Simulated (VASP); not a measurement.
The system is Re.

```
Re
1.0
     2.79713    0.00000    0.00000
    -1.39857    2.42239    0.00000
     0.00000    0.00000    4.51687
Re
2
Direct
  0.66667 0.33333 0.75000
  0.33333 0.66667 0.25000
```

Base run:

```yaml
Program: VASP 6.6.1
Functional: r2SCAN
Potentials_or_basis: VASP PAW PBE potentials, release 64 (Re)
Cutoff: 520 eV
k_mesh: 11 × 11 × 6
Occupations: fermi-dirac, width 0.05 eV
Spin: no spin polarisation
```

Its results: band gap on the k mesh zero (bands 7 and 8 overlap by 2.87 eV); pressure -14.5 GPa.

Q: The run is repeated on the same cell with these changes: functional from r2SCAN to revPBE; further incar settings from ALGO = Normal; EDIFF = 1e-06; NBANDS = 14 to ALGO = Normal; EDIFF = 1e-07; NBANDS = 14. What comes out?

A: Band gap on the k mesh zero (bands 7 and 8 overlap by 2.84 eV); pressure -6.1 GPa.

Caveats: the cell stands under tension; the PAW data sets were made with another functional, which shifts forces and pressure a little; spin-orbit coupling is left out, which moves the levels of the heavy elements.
